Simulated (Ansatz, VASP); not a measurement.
SnSe2: VASP beside Ansatz

INCAR

```
PREC     = Accurate       # precision mode
ENCUT    = 520            # plane-wave cutoff, eV
EDIFF    = 1E-6           # SCF threshold, eV
ISMEAR   = 0              # smearing method
SIGMA    = 0.02           # smearing width, eV
LREAL    = F              # projectors in reciprocal space
LASPH    = T              # aspherical terms in the spheres
NELM     = 100            # most SCF steps
ALGO     = Normal         # electronic algorithm
ISIF     = 2              # what is computed and relaxed
LWAVE    = F              # write WAVECAR
LCHARG   = F              # write CHGCAR
GGA      = PE             # functional
IBRION   = 2              # ionic algorithm
NSW      = 60             # ionic steps
EDIFFG   = -0.008         # ionic threshold
```

File KPOINTS:

```
Automatic mesh
0
Gamma
  12 12 4
```

POSCAR

```
SnSe2
1.0
    3.8716723131      0.0000000000      0.0000000000
   -1.9358361566      3.3529665783      0.0000000000
    0.0000000000      0.0000000000      6.5528349644
Sn Se
1 2
Direct
    0.0000000000      0.0000000000      0.0000000000
    0.6666666667      0.3333333333      0.7618647695
    0.3333333333      0.6666666667      0.2381352305
```

Input for Ansatz:

```yaml
crystal:
  lattice:
    - [3.8716723131, 0.0, 0.0]
    - [-1.9358361566, 3.3529665783, 0.0]
    - [0.0, 0.0, 6.5528349644]
  atoms:
    - { symbol: Sn, position: [0.0, 0.0, 0.0] }
    - { symbol: Se, position: [0.6666666667, 0.3333333333, 0.7618647695] }
    - { symbol: Se, position: [0.3333333333, 0.6666666667, 0.2381352305] }
basis:
  ecutwfc: 420
kpoints:
  mp_grid: { grid: [12, 12, 4] }
hamiltonian:
  xc: pbe
scf:
  occupations: { method: gaussian, width: 0.02 }
output:
  forces: true
  stress: true
  eigenvalues: true
relax:
  adjacent_minimum: "off"
  f_tol: 0.008
  max_steps: 40
```

Change from the starting cell: strain along c alone, the other axes held, atoms relaxed: -6.0 %.

Alike in both runs: task relaxation of the atoms; functional PBE; k mesh 12 × 12 × 4; occupations gaussian, width 0.02 eV; no spin polarisation.

|  | VASP | Ansatz |
| --- | --- | --- |
| version | VASP 6.6.1 | Ansatz 0.2.0 |
| potentials or method | VASP PAW PBE potentials, release 64 (Sn_d, Se), cutoff 520 eV | scalar-relativistic, plane waves, PAW |
| valence electrons in the cell | 26 | 46 |

|  | VASP | Ansatz | Ansatz less VASP |
| --- | --- | --- | --- |
| gap on the k mesh at the Fermi level, each at its own relaxed structure (eV) | 0.69 | 0.70 | +0.009 |

VASP's potentials hold 26 valence electrons a cell and Ansatz's 46, so a difference there can come from the potentials and not from the codes. Ansatz's warnings: stress scf threshold loose.
